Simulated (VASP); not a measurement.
Runs of VASP 6.6.1 on TiAl3. The structure is that of space group Fm-3m (No. 225), or close to it. The cells are those of the table. The cell was built from a structure type or drawn by symmetry, and may not be a known phase.

```csv
task,spin,cell,k mesh,cutoff (eV),gap on the mesh (eV),pressure (GPa),relaxed volume (Å³/atom)
single point,off,"a = 4.516 Å, angles 60.0°, 4 atoms",6 × 6 × 6,520,none,-0.1,-
single point,off,"a = 4.432 Å, angles 60.0°, 4 atoms",6 × 6 × 6,520,none,(a),-
relaxation of cell and atoms,off,"relaxed from a = 4.432 Å, angles 60.0°, 4 atoms",6 × 6 × 6,600,none,0.0,16.26
relaxation of cell and atoms,off,"relaxed from a = 4.516 Å, angles 60.0°, 4 atoms",12 × 12 × 12,600,none,-0.1,16.35
single point,collinear,"a = 4.516 Å, angles 60.0°, 4 atoms",6 × 6 × 6,520,none,-0.1,-
single point,off,"a = 4.522 Å, angles 60.0°, 4 atoms",12 × 12 × 12,520,none,-0.1,-
```

Alike in all rows: level PBE; potentials or basis VASP PAW PBE potentials, release 64 (Ti_sv, Al); smearing gaussian 0.1 eV.

Estimate the missing entries.

(a) 5.6.

Caveats: the cell stands under pressure (at least some runs).

A gap of «none» marks levels without a gap at the run's occupations.
